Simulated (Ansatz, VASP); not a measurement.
**Ge4S: VASP beside Ansatz**

```xyz
10
Lattice="3.8496 0.0000 0.0000 0.0000 4.1068 0.0000 0.0000 0.0000 16.0722" Properties=species:S:1:pos:R:3 pbc="T T T"
Ge    0.9624    0.0000   10.9789
Ge    0.9624    2.0534   12.3935
Ge    2.8872    0.0000   15.3219
Ge    2.8872    2.0534   13.8922
Ge    0.9624    0.0000    0.7503
Ge    0.9624    2.0534    2.1800
Ge    2.8872    0.0000    5.0933
Ge    2.8872    2.0534    3.6787
S     2.8872    0.0000    9.6464
S     0.9624    0.0000    6.4258
```

Alike in both runs: functional PBE; k mesh 8 × 8 × 2; occupations gaussian, width 0.1 eV; no spin polarisation.

Ansatz relaxed the structure, and its values are those at the end. VASP's run is a single point on that final structure, the one shown.

```csv
,VASP,Ansatz
version,VASP 6.6.1,Ansatz 0.2.0
potentials or method,"VASP PAW PBE potentials, release 64 (Ge_d, S), cutoff 520 eV","scalar-relativistic, plane waves, PAW"
valence electrons in the cell,124,124
```

Ansatz gave:

* gap on the k mesh at the Fermi level (eV): none
* pressure (GPa): 0.0
* rms of the force components (eV/Å): 0.001

Question: Estimate VASP's values.

Answer: gap on the k mesh at the Fermi level (eV): none; pressure (GPa): -0.1; rms of the force components (eV/Å): 0.003.

A gap of «none» marks a metal or a gap that the smearing closes.
